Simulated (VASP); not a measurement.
Here is a VASP 6.6.1 calculation.

Contents of INCAR:

```
  ALGO = Normal
  EDIFF = 1E-6
  ENCUT = 520
  GGA = PE
  ISIF = 2
  ISMEAR = -1
  ISYM = 0
  LASPH = T
  LCHARG = T
  LELF = T
  LREAL = F
  LVHAR = T
  LWAVE = F
  NBANDS = 12
  NELM = 80
  PREC = Accurate
  SIGMA = 0.05
```

KPOINTS

```
k-points
0
Gamma
  12 12 14
```

The input POSCAR:

```
In
1.0
   -1.6097231193      1.6097231193      2.4489588974
    1.6097231193     -1.6097231193      2.4489588974
    1.6097231193      1.6097231193     -2.4489588974
In
1
Direct
    0.0000000000      0.0000000000      0.0000000000
```

Potentials or basis: VASP PAW PBE potentials, release 64 (In_d).

Launch:

```console
$ cat potpaw_PBE.64/In_d/POTCAR > POTCAR
$ mpirun -np 1 vasp_std > vasp.out
```

Task: Estimate the pressure.

Result: 3.5 GPa.

Task: Predict the band gap on the k mesh.

Result: Zero (an odd number of electrons rules out a gap without spin polarisation).

Stress tensor (GPa, compression positive):
```
 3.38 -0.30  0.21
-0.30  3.38  0.21
 0.21  0.21  3.70
```

Caveat: the cell stands under pressure; spin-orbit coupling is left out, which moves the levels of the heavy elements.
